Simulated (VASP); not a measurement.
Here is a VASP 6.6.1 calculation.

Contents of INCAR:

```
SYSTEM = Co
PREC = Accurate
ENCUT = 520
EDIFF = 1E-7
ISMEAR = 0
SIGMA = 0.1
LREAL = .False.
LASPH = .True.
NELM = 150
ALGO = Normal
ISIF = 2
LWAVE = .False.
LCHARG = .False.
ISPIN = 2
MAGMOM = 0.86 0.86 0.86 0.86
LORBIT = 11
LMAXMIX = 4
GGA = PS
NBANDS = 30
```

File KPOINTS:

```
Automatic mesh
0
Gamma
  6 6 6
  0 0 0
```

Contents of POSCAR:

```
Co
1.0
    1.2505912647     -4.3118130430      0.0000000000
    1.2505912647      4.3118130430      0.0000000000
    0.0000000000      0.0000000000      4.0938228710
Co
4
Direct
    0.1338367944      0.8661632056      1.0000148686
    0.6338367944      0.3661632056      0.4999851314
    0.8661632056      0.1338367944     -0.0000148686
    0.3661632056      0.6338367944      0.5000148686
```

Potentials or basis: VASP PAW PBE potentials, release 64 (Co).

The run is started by

```bash
$ cat potpaw_PBE.64/Co/POTCAR > POTCAR
$ mpirun -np 1 vasp_std > vasp.out
```

(1) What does it give for the largest force?

(2) What does it give for the net moment?

(3) Estimate the pressure.

(4) Predict the site moments.

Results:

(1) 0.008 eV/Å.

(2) 6.59 μB per cell.

(3) -1.0 GPa.

(4) Co +1.65 μB.

Caveat: the k points lie up to 0.44 Å⁻¹ apart; the PAW data sets were made with another functional, which shifts forces and pressure a little.
